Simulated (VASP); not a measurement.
Here is a VASP 6.6.1 calculation.

The input INCAR:

```
ALGO = Normal
EDIFF = 1E-7
ENCUT = 520
GGA = PS
ISIF = 2
ISMEAR = -1
IVDW = 13
LASPH = True
LCHARG = False
LREAL = False
LWAVE = False
NBANDS = 12
NELM = 100
PREC = Accurate
SIGMA = 0.05
```

Contents of KPOINTS:

```
k-points
0
Gamma
  9 9 9
```

Contents of POSCAR:

```
As
1.0
    1.8800635728      1.0854552098      3.2948946461
   -1.8800635728      1.0854552098      3.2948946461
    0.0000000000     -2.1709104197      3.2948946460
As
2
Direct
    0.2315424375      0.2315424375      0.2315424375
    0.7684575625      0.7684575625      0.7684575625
```

Potentials or basis: VASP PAW PBE potentials, release 64 (As).

Run with:

```console
$ cat potpaw_PBE.64/As/POTCAR > POTCAR
$ mpirun -np 1 vasp_std > vasp.out
```

(1) What does it give for the band gap on the k mesh?

(2) What does it give for the dispersion energy per atom?

(3) Estimate the pressure.

(4) Estimate the largest force.

Answers

(1) 0.04 eV, indirect (least direct gap 0.59 eV).

(2) -0.273 eV.

(3) 0.4 GPa.

(4) 0.056 eV/Å.

Caveat: the PAW data sets were made with another functional, which shifts forces and pressure a little.
